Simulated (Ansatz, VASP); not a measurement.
## One calculation of CdSe, two programs

```
Cd Se
1.0
     4.42678    0.00000    0.00000
    -2.21339    3.83371    0.00000
     0.00000    0.00000    7.22438
Cd Se
2 2
Direct
  0.33333 0.66667 0.00458
  0.66667 0.33333 0.50458
  0.33333 0.66667 0.38042
  0.66667 0.33333 0.88042
```

Alike in both runs: task single point; functional PBE; k mesh 6 × 6 × 4; no spin polarisation.

|  | VASP | Ansatz |
| --- | --- | --- |
| version | VASP 6.6.1 | Ansatz 0.2.0 |
| potentials or method | VASP PAW PBE potentials, release 64 (Cd, Se) | plane waves, PAW |
| plane-wave cutoff (eV) | 520 | 420 |
| occupations | gaussian, width 0.01 eV | fixed |
| valence electrons in the cell | 36 | 72 |

```tsv
	VASP	Ansatz	Ansatz less VASP
gap on the k mesh at the Fermi level (eV)	0.47	0.48	+0.003
pressure (GPa)	-1.0	-1.2	-0.22
```

VASP's potentials hold 36 valence electrons a cell and Ansatz's 72, so a difference there can come from the potentials and not from the codes.
